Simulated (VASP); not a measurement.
Se:

```xyz
4
Lattice="3.1360 0.0000 0.0000 -1.5680 2.7159 0.0000 0.0000 0.0000 10.2423" Properties=species:S:1:pos:R:3 pbc="T T T"
Se    0.0000    0.0000    0.0000
Se    0.0000    0.0000    5.1211
Se    0.0000    1.8106    2.5606
Se    1.5680    0.9053    7.6817
```

This isn't the form of Se at room conditions, which is trigonal, of chains.

* Program: VASP 6.6.1
* Task: relaxation of cell and atoms
* Functional: revPBE
* Potentials or basis: VASP PAW PBE potentials, release 64 (Se)
* Cutoff: 600 eV
* k mesh: 12 × 12 × 3
* Occupations: fermi-dirac, width 0.1 eV
* Spin: no spin polarisation

At the start: pressure -2.7 GPa; volume 21.81 Å³/atom.

Question: How do energy, volume and symmetry change on relaxing?

Answer: Over 22 steps the energy falls by 426.6 meV/atom and the volume is 23.31 Å³/atom (+6.9 %); space group P6_3/mmc (No. 194, to 0.1 Å) before and after.

Step by step:
```
step  energy change (eV)  largest force (eV/Å)  pressure (GPa)  volume (Å³)
   1              0.0000                0.0000           -2.67        87.23
   2             -0.0527                0.0000            0.40        82.72
   3             -0.0536                0.0000            0.86        82.14
   4             -0.1166                0.0000            1.55        81.30
   5             -0.4857                0.0000            5.31        78.41
   6             -0.3780                0.0000           25.28        70.84
   7             -0.7194                0.0000           11.48        75.46
   8             -0.6201                0.0000           20.17        72.34
   9             -0.7372                0.0000           14.97        74.09
  10             -0.7280                0.0000           15.92        73.74
  11             -0.7307                0.0000           16.02        73.73
  12             -0.7378                0.0000           16.30        73.69
  13             -0.7476                0.0000           16.90        73.60
  14             -0.7470                0.0000           18.17        73.39
  15             -0.7648                0.0000           17.94        73.55
  16             -0.8166                0.0000           17.26        74.00
  17             -0.9144                0.0000           15.97        74.92
  18             -1.0875                0.0000           13.55        76.76
  19             -1.3564                0.0000            9.38        80.48
  20             -1.6553                0.0000            3.06        88.06
  21             -1.5072                0.0000           -4.26       103.66
  22             -1.7062                0.0000           -0.02        93.25
```

Final structure:
```xyz
4
Lattice="3.8548 0.0000 0.0000 -1.9274 3.3384 0.0000 0.0000 0.0000 7.2459" Properties=species:S:1:pos:R:3 pbc="T T T"
Se    0.0000    0.0000    0.0000
Se    0.0000    0.0000    3.6230
Se    0.0000    2.2256    1.8115
Se    1.9274    1.1128    5.4344
```

Caveat: a cell axis changed by over 15 % at a fixed basis, so the end point is rough; the PAW data sets were made with another functional, which shifts forces and pressure a little.
